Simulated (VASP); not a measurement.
# Sb (P6/mmm) in VASP: single point with PBEsol

Aim: the single point of Sb with PBEsol.

Everything below comes from runs of VASP 6.6.1. Logs are shortened: lines on timing, memory, paths and dates and some standing lists are left out, and cuts for length are marked.

### Step 1. The cell of the first run

Symmetry: P6/mmm, No. 191, hexagonal system. The conventional cell has a = 4.664 Å, b = 4.664 Å, c = 7.360 Å, α = 90.00°, β = 90.00°, γ = 120.00°.

This isn't the form of Sb at room conditions, which is rhombohedral.

### Step 2. Single point, PBEsol

The input, INCAR:

```
PREC     = Accurate       # precision mode
ENCUT    = 500            # plane-wave cutoff, eV
EDIFF    = 1E-6           # SCF threshold, eV
ISMEAR   = -1             # smearing method
SIGMA    = 0.1            # smearing width, eV
LREAL    = F              # projectors in reciprocal space
LASPH    = T              # aspherical terms in the spheres
NELM     = 120            # most SCF steps
ALGO     = Normal         # electronic algorithm
ISIF     = 2              # what is computed and relaxed
LWAVE    = F              # write WAVECAR
LCHARG   = F              # write CHGCAR
GGA      = PS             # functional
NBANDS   = 8              # bands
GGA_COMPAT= F
```

The input, KPOINTS:

```
Automatic mesh
0
Gamma
  6 6 3
```

The input, POSCAR:

```
Sb
1.0
    4.6643400000      0.0000000000      0.0000000000
   -2.3321700000      4.0394370000      0.0000000000
    0.0000000000      0.0000000000      7.3603450000
Sb
1
Direct
    0.6666666667      0.3333333333      0.2250700000
```

Potentials or basis: VASP PAW PBE potentials, release 64 (Sb).

Started as:

```sh
$ cat potpaw_PBE.64/Sb/POTCAR > POTCAR
$ mpirun -np 1 vasp_std > vasp.out
```

OUTCAR:

```text
PREC = Accurate
   ENCUT = 500
   EDIFF = 1E-6
   ISMEAR = -1
   LREAL = F
   LASPH = T
   NELM = 120
   ISIF = 2
   GGA = PS

 ion  position               nearest neighbor table
   1  0.667  0.333  0.225-

  LATTYP: Found a hexagonal cell.
 ALAT       =     4.6643400000
 C/A-ratio  =     1.5780035332

  Lattice vectors:

 A1 = (   4.6643400000,   0.0000000000,   0.0000000000)
 A2 = (  -2.3321700000,   4.0394370000,   0.0000000000)
 A3 = (   0.0000000000,   0.0000000000,   7.3603450000)

Analysis of symmetry for initial positions (statically):
=====================================================================
 Subroutine PRICEL returns:
 Original cell was already a primitive cell.

 Routine SETGRP: Setting up the symmetry group for a
 hexagonal supercell.

 Subroutine GETGRP returns: Found 24 space group operations
 (whereof  6 operations were pure point group operations)
 out of a pool of 24 trial point group operations.

The static configuration has the point symmetry C_3v.
 The point group associated with its full space group is D_6h.

Analysis of symmetry for dynamics (positions and initial velocities):
=====================================================================
 Subroutine PRICEL returns:
 Original cell was already a primitive cell.

 Routine SETGRP: Setting up the symmetry group for a
 hexagonal supercell.

 Subroutine GETGRP returns: Found 24 space group operations
 (whereof  6 operations were pure point group operations)
 out of a pool of 24 trial point group operations.

The dynamic configuration has the point symmetry C_3v.
 The point group associated with its full space group is D_6h.

 Subroutine INISYM returns: Found 24 space group operations
 (whereof  6 operations are pure point group operations),
 and found     1 'primitive' translations

----------------------------------------------------------------------------------------

                                     Primitive cell

  volume of cell :     138.6785

  direct lattice vectors                    reciprocal lattice vectors
     4.664340000  0.000000000  0.000000000     0.214392604  0.123779626  0.000000000
    -2.332170000  4.039437000  0.000000000     0.000000000  0.247559251  0.000000000
     0.000000000  0.000000000  7.360345000     0.000000000  0.000000000  0.135863197

  length of vectors
     4.664340000  4.664340059  7.360345000     0.247559255  0.247559251  0.135863197

  position of ions in fractional coordinates (direct lattice)
     0.666666667  0.333333333  0.225070000

  ion indices of the primitive-cell ions
   primitive index   ion index
                 1           1

----------------------------------------------------------------------------------------

 KPOINTS: Automatic mesh

Automatic generation of k-mesh.
 Grid dimensions read from file:
 generate k-points for:    6    6    3

 Generating k-lattice:

  Cartesian coordinates                     Fractional coordinates (reciprocal lattice)
     0.035732101  0.020629938  0.000000000     0.166666667  0.000000000  0.000000000
     0.000000000  0.041259875  0.000000000     0.000000000  0.166666667  0.000000000
     0.000000000  0.000000000  0.045287732     0.000000000  0.000000000  0.333333333

  Length of vectors
     0.041259876  0.041259875  0.045287732

  Shift w.r.t. Gamma in fractional coordinates (k-lattice)
     0.000000000  0.000000000  0.000000000

 Subroutine IBZKPT returns following result:
 ===========================================

 Found     14 irreducible k-points:

 Following reciprocal coordinates:
            Coordinates               Weight
  0.000000  0.000000  0.000000      1.000000
  0.166667 -0.000000  0.000000      6.000000
  0.333333  0.000000  0.000000      6.000000
  0.500000  0.000000  0.000000      3.000000
  0.166667  0.166667  0.000000      6.000000
  0.333333  0.166667  0.000000     12.000000
  0.333333  0.333333  0.000000      2.000000
  0.000000  0.000000  0.333333      2.000000
  0.166667 -0.000000  0.333333     12.000000
  0.333333  0.000000  0.333333     12.000000
  0.500000  0.000000  0.333333      6.000000
  0.166667  0.166667  0.333333     12.000000
  0.333333  0.166667  0.333333     24.000000
  0.333333  0.333333  0.333333      4.000000
   k-points           NKPTS =     14   k-points in BZ     NKDIM =     14   number of bands    NBANDS=      8
   number of dos      NEDOS =    301   number of ions     NIONS =      1
   total plane-waves  NPLWV =  69984
   dimension x,y,z NGX =    36 NGY =   36 NGZ =   54
   dimension x,y,z NGXF=    72 NGYF=   72 NGZF=  108
   ions per type =               1
   NGX,Y,Z   is equivalent  to a cutoff of  12.83, 12.83, 12.20 a.u.
   NGXF,Y,Z  is equivalent  to a cutoff of  25.66, 25.66, 24.39 a.u.
 SYSTEM =  unknown system
   PREC   = accura    normal or accurate (medium, high low for compatibility)
   ISTART =      0    job   : 0-new  1-cont  2-samecut
   ICHARG =      2    charge: 1-file 2-atom 10-const
   ISPIN  =      1    spin polarized calculation?
   LNONCOLLINEAR =      F non collinear calculations
   LSORBIT =      F    spin-orbit coupling
   LASPH  =      T    aspherical Exc in radial PAW
   ENCUT  =  500.0 eV  36.75 Ry    6.06 a.u.   8.50  8.50 13.42*2*pi/ulx,y,z
   NELM   =    120;   NELMIN=  2; NELMDL= -5     # of ELM steps
   EDIFF  = 0.1E-05   stopping-criterion for ELM
   LREAL  =      F    real-space projection
   EDIFFG = 0.1E-04   stopping-criterion for IOM
   NSW    =      0    number of steps for IOM
   IBRION =     -1    ionic relax: 0-MD 1-quasi-New 2-CG
   NFREE  =      0    steps in history (QN), initial steepest desc. (CG)
   ISIF   =      2    stress and relaxation
   ISYM   =      2    0-nonsym 1-usesym 2-fastsym
   POTIM  = 0.5000    time-step for ionic-motion
   TEBEG  =    0.0;   TEEND  =   0.0 temperature during run
   PSTRESS=    0.0 pullay stress
   NELECT =       5.0000    total number of electrons
   NUPDOWN=      -1.0000    fix difference up-down
   EMIN   =  10.00;   EMAX   =-10.00  energy-range for DOS
   EFERMI =   0.00;   METHOD = LEGACY
   ISMEAR =    -1;   SIGMA  =   0.10  broadening in eV -4-tet -1-fermi 0-gaus
   EFERMI_NEDOS =   21; number of points for ismear=-14 and -15
   IALGO  =     38    algorithm
   IMIX   =      4    mixing-type and parameters
     AMIX     =   0.40;   BMIX     =  1.00
     AMIX_MAG =   1.60;   BMIX_MAG =  1.00
  volume/ion in A,a.u.               =     138.68       935.85
  Fermi-wavevector in a.u.,A,eV,Ry     =   0.540831  1.022023  3.979683  0.292498
  Thomas-Fermi vector in A             =   1.568140
   LORBIT       =      0    0 simple, 1 ext, 2 COOP (PROOUT), +10 PAW based schemes
   GGA     = PS    functional components
   LHFCALC =     F    Hartree Fock is set to
   AEXX    =    0.0000 exact exchange contribution
   IVDW    =     0    specifies the selected vdW correction
   LEPSILON=     F    determine dielectric tensor
   LRPA    =     F    only Hartree local field effects (RPA)
 non-spin polarized calculation
  energy-cutoff  :      500.00
  volume of cell :      138.68
 maximum number of plane-waves:      3555
 NGX is ok and might be reduce to    36
   NGX = 17   NGY = 17   NGZ = 27

 number of electron       5.0000000 magnetization

 Free energy of the ion-electron system (eV)
  ---------------------------------------------------
  ext. energy  EPLUGINS =         0.00000000
  ---------------------------------------------------
  free energy    TOTEN  =        -1.35855297 eV

  energy without entropy =       -1.20627066  energy(sigma->0) =       -1.28241182

 E-fermi :  -2.4729     XC(G=0):  -4.1707

 val. band max:       -2.4906536147   @ k =   0.3333   0.0000   0.0000
 cond. band min:      -2.3843861054   @ k =   0.3333   0.1667   0.3333
 fundamental gap:      0.1062675093
 Fermi energy:        -2.4728614512

 k-point     1 :       0.0000    0.0000    0.0000
  band No.  band energies     occupation
      1     -10.8964      2.00000
      2      -2.8590      1.95879
      3      -1.4859      0.00010
      4      -1.4859      0.00010
      5       1.2652      0.00000
      6       3.0937      0.00000
      7       5.2578      0.00000
      8       5.4739      0.00000

 k-point     2 :       0.1667   -0.0000    0.0000
  band No.  band energies     occupation
      1     -10.8201      2.00000
      2      -2.7456      1.87724
      3      -2.1967      0.11889
      4      -1.6251      0.00042
      5       1.6818      0.00000
      6       3.6869      0.00000
      7       4.6733      0.00000
      8       4.7708      0.00000

 k-point     3 :       0.3333    0.0000    0.0000
  band No.  band energies     occupation
      1     -10.6558      2.00000
      2      -3.2022      1.99864
      3      -2.4907      1.08873
      4      -1.8733      0.00496
      5       2.4160      0.00000
      6       3.4223      0.00000
      7       3.6800      0.00000
      8       5.3986      0.00000

 k-point     4 :       0.5000    0.0000    0.0000
  band No.  band energies     occupation
      1     -10.5666      2.00000
      2      -3.6151      1.99998
      3      -2.3447      0.43458
      4      -1.9854      0.01516
      5       2.7156      0.00000
      6       3.2277      0.00000
      7       3.8702      0.00000
      8       4.1940      0.00000

 k-point     5 :       0.1667    0.1667    0.0000
  band No.  band energies     occupation
      1     -10.6987      2.00000
      2      -2.8781      1.96583
      3      -2.5591      1.40642
      4      -1.9872      0.01543
      5       2.2683      0.00000
      6       4.0178      0.00000
      7       4.2466      0.00000
      8       4.5953      0.00000
[... 67 lines left out ...]
 k-point    12 :       0.1667    0.1667    0.3333
  band No.  band energies     occupation
      1     -10.6980      2.00000
      2      -2.8722      1.96380
      3      -2.6095      1.59361
      4      -1.9849      0.01509
      5       2.6667      0.00000
      6       3.8217      0.00000
      7       4.2965      0.00000
      8       4.7857      0.00000

 k-point    13 :       0.3333    0.1667    0.3333
  band No.  band energies     occupation
      1     -10.5671      2.00000
      2      -3.3976      1.99981
      3      -2.3844      0.58439
      4      -2.3774      0.55592
      5       2.8719      0.00000
      6       3.7169      0.00000
      7       4.3568      0.00000
      8       4.7619      0.00000

 k-point    14 :       0.3333    0.3333    0.3333
  band No.  band energies     occupation
      1     -10.5221      2.00000
      2      -3.0909      1.99587
      3      -3.0909      1.99587
      4      -2.3046      0.31340
      5       3.4237      0.00000
      6       3.4237      0.00000
      7       4.7783      0.00000
      8       5.1837      0.00000

------------------------ aborting loop because EDIFF is reached ----------------------------------------

  FORCE on cell =-STRESS in cart. coord.  units (eV):
  Direction    XX          YY          ZZ          XY          YZ          ZX
  --------------------------------------------------------------------------------------
  -------------------------------------------------------------------------------------
  Total       -2.7850005     -2.7850006     -0.0197822      0.0000000      0.0000000     -0.0000000
  in kB      -32.1756002    -32.1756012     -0.2285471      0.0000000      0.0000000     -0.0000000
  external PRESSURE =     -21.5265828 kB  Pullay stress =       0.0000000 kB

 VOLUME and BASIS-vectors are now :
 -----------------------------------------------------------------------------
  energy-cutoff  :      500.00
  volume of cell :      138.68
      direct lattice vectors                 reciprocal lattice vectors
     4.664340000  0.000000000  0.000000000     0.214392604  0.123779626  0.000000000
    -2.332170000  4.039437000  0.000000000     0.000000000  0.247559251  0.000000000
     0.000000000  0.000000000  7.360345000     0.000000000  0.000000000  0.135863197

 POSITION                                       TOTAL-FORCE (eV/Angst)
 -----------------------------------------------------------------------------------
      2.33217      1.34648      1.65659         0.000000      0.000000     -0.000000
 -----------------------------------------------------------------------------------
    total drift:                               -0.000000      0.000000     -0.000001

  FREE ENERGIE OF THE ION-ELECTRON SYSTEM (eV)
  ---------------------------------------------------
  free  energy   TOTEN  =        -1.3585529717 eV

  energy  without entropy=       -1.2062706593  energy(sigma->0) =       -1.28241182
```

Wall time 25 s (1 thread of Intel Xeon 8259CL, shared host); peak memory 0.23 GiB.

Results:

```
Free energy            : -1.3586 eV
Pressure               : -2.2 GPa
Band gap on the k mesh : zero (an odd number of electrons rules out a gap without spin polarisation)
```

Stress tensor (GPa, compression positive):
```
-3.22  0.00  0.00
 0.00 -3.22  0.00
 0.00  0.00 -0.02
```

Caveat: the PAW data sets were made with another functional, which shifts forces and pressure a little; spin-orbit coupling is left out, which moves the levels of the heavy elements; an odd number of electrons without spin polarisation forces a metal; a magnetic or distorted state may lie lower.

The gap in the log of VASP goes by the Fermi energy; the results here count the filled bands.